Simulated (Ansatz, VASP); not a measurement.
## HgSe: VASP beside Ansatz

File INCAR:

```
SYSTEM = HgSe
PREC     = Accurate       ! precision mode
ENCUT    = 400            ! plane-wave cutoff, eV
EDIFF    = 1E-8           ! SCF threshold, eV
ISMEAR   = -1             ! smearing method
SIGMA    = 0.02           ! smearing width, eV
LREAL    = .False.        ! projectors in reciprocal space
LASPH    = .True.         ! aspherical terms in the spheres
NELM     = 120            ! most SCF steps
ALGO     = Normal         ! electronic algorithm
ISIF     = 2              ! what is computed and relaxed
LWAVE    = .False.        ! write WAVECAR
LCHARG   = .False.        ! write CHGCAR
GGA      = PE             ! functional
LEFG     = .True.       
NBANDS   = 16             ! bands
GGA_COMPAT= .False.
```

The input KPOINTS:

```
Automatic mesh
0
Gamma
  9 9 9
  0 0 0
```

The input POSCAR:

```
HgSe
1.0
    0.0000000000      3.0360000000      3.0360000000
    3.0360000000      0.0000000000      3.0360000000
    3.0360000000      3.0360000000      0.0000000000
Hg Se
1 1
Direct
    0.0000000000      0.0000000000      0.0000000000
    0.7500000000      0.7500000000      0.7500000000
```

Input for Ansatz:

```yaml
crystal:
  lattice:
    - [0.0, 3.036, 3.036]
    - [3.036, 0.0, 3.036]
    - [3.036, 3.036, 0.0]
  atoms:
    - { symbol: Hg, position: [0.0, 0.0, 0.0] }
    - { symbol: Se, position: [0.75, 0.75, 0.75] }
kpoints:
  mp_grid: { grid: [9, 9, 9] }
  band_path:
    path:
      - [0.0, 0.0, 0.0]
      - [-0.5, -0.5, 0.0]
      - [-0.375, -0.375, 0.25]
      - [-0.375, 0.0, 0.375]
      - [0.0, 0.0, 0.0]
      - [0.0, 0.0, 0.5]
      - [-0.5, -0.25, 0.25]
      - [-0.5, -0.5, 0.0]
    npoints: 8
scf:
  occupations: { method: fermi_dirac, width: 0.02 }
hamiltonian:
  xc: pbe
  pseudopotentials: { kind: paw }
output:
  forces: true
  stress: true
  eigenvalues: true
  efg: { contact_densities: true }
  populations: true
  bader: true
  dos: { projected: true, de: 0.2, e_range: [-14, 8] }
```

Alike in both runs: task electric field gradients; functional PBE; k mesh 9 × 9 × 9; occupations fermi-dirac, width 0.02 eV; no spin polarisation.

|  | VASP | Ansatz |
| --- | --- | --- |
| version | VASP 6.6.1 | Ansatz 0.2.0 |
| potentials or method | VASP PAW PBE potentials, release 64 (Hg, Se) | PAW with Ansatz's default frozen-core files, scalar-relativistic |
| plane-wave cutoff (eV) | 400 | 420 |
| valence electrons in the cell | 18 | 36 |

|  | VASP | Ansatz | Ansatz less VASP |
| --- | --- | --- | --- |
| pressure (GPa) | 5.2 | 4.9 | -0.29 |

With one functional, cell and mesh, what is left measures potentials, basis and numerics. VASP's potentials hold 18 valence electrons a cell and Ansatz's 36, so a difference there can come from the potentials and not from the codes.

Spin-orbit coupling is off throughout.
